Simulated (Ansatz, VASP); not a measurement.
MnO2 in VASP and in Ansatz

Contents of INCAR:

```
SYSTEM = MnO2
  ALGO = Normal
  EDIFF = 1E-6
  ENCUT = 520
  GGA = PS
  ISIF = 2
  ISMEAR = -1
  ISPIN = 2
  LASPH = .TRUE.
  LCHARG = .TRUE.
  LDAU = .TRUE.
  LDAUJ = 0 0
  LDAUL = 2 -1
  LDAUPRINT = 1
  LDAUTYPE = 2
  LDAUU = 6 0
  LELF = .TRUE.
  LMAXMIX = 4
  LORBIT = 11
  LREAL = .FALSE.
  LVHAR = .TRUE.
  LWAVE = .FALSE.
  MAGMOM = 4 4 0 0 0 0
  NBANDS = 38
  NELM = 150
  PREC = Accurate
  SIGMA = 0.02
```

File KPOINTS:

```
k-points
0
G
  9 7 5
  0 0 0
```

File POSCAR:

```
MnO2
1.0
    2.9611167351      0.0000000000      0.0000000000
    0.0000000000      3.9202175758      0.0000000000
    0.0000000000      0.0000000000      6.2851626152
Mn O
2 4
Direct
    0.5000000000      0.5000000000      0.3433015000
    0.0000000000      0.0000000000      0.6566985000
    0.5000000000      0.0000000000      0.8375675000
    0.0000000000      0.5000000000      0.1624325000
    0.5000000000      0.0000000000      0.4217995000
    0.0000000000      0.5000000000      0.5782005000
```

The input input.yaml:

```yaml
crystal:
  lattice:
    - [2.9611167351, 0.0, 0.0]
    - [0.0, 3.9202175758, 0.0]
    - [0.0, 0.0, 6.2851626152]
  atoms:
    - { symbol: Mn, position: [0.5, 0.5, 0.3433015], spin: 4.0 }
    - { symbol: Mn, position: [0.0, 0.0, 0.6566985], spin: 4.0 }
    - { symbol: O, position: [0.5, 0.0, 0.8375675] }
    - { symbol: O, position: [0.0, 0.5, 0.1624325] }
    - { symbol: O, position: [0.5, 0.0, 0.4217995] }
    - { symbol: O, position: [0.0, 0.5, 0.5782005] }
hamiltonian:
  xc: pbesol
  pseudopotentials: { kind: paw }
  hubbard: { sites: [{ species: Mn, l: d, u_eff: 6.0 }] }
magnetization:
  spin_polarized: true
kpoints:
  mp_grid: { grid: [9, 7, 5] }
scf:
  occupations: { method: fermi_dirac, width: 0.02 }
output:
  forces: true
  stress: true
  eigenvalues: true
```

Alike in both runs: task single point; functional PBEsol; k mesh 9 × 7 × 5; occupations fermi-dirac, width 0.02 eV; collinear spin; Hubbard terms Mn d U = 6.0 eV.

|  | VASP | Ansatz |
| --- | --- | --- |
| version | VASP 6.6.1 | Ansatz 0.2.0 |
| potentials or method | VASP PAW PBE potentials, release 64 (Mn_pv, O) | Ansatz PAW |
| plane-wave cutoff (eV) | 520 | 420 |
| valence electrons in the cell | 50 | 54 |

Ansatz gave:

```
gap on the k mesh at the Fermi level (eV)                     : none
pressure (GPa)                                                : -4.3
traceless stress, the component that is largest in VASP (GPa) : 1.88
rms of the force components (eV/Å)                            : 0.238
net moment per atom (μB)                                      : 1.00
size of the moment on the site where the two differ most (μB) : 3.25
```

**Question.** Which values does VASP return?

**Answer.** gap on the k mesh at the Fermi level (eV): none; pressure (GPa): -5.7; traceless stress, the component that is largest in VASP (GPa): 1.45; rms of the force components (eV/Å): 0.242; net moment per atom (μB): 1.00; size of the moment on the site where the two differ most (μB): 3.75.

VASP's potentials were made for PBE, not for PBEsol. Site moments also hang on the region over which each program counts them. The programs project onto different local orbitals, so the same U acts differently, and such runs can settle in different states. Atom by atom the forces differ by 0.027 eV/Å (rms over components). A gap of «none» marks a metal or a gap that the smearing closes. VASP's potentials hold 50 valence electrons a cell and Ansatz's 54, so a difference there can come from the potentials and not from the codes.

Noted on Ansatz's run: the magnetic or orbital state may not be the lowest.
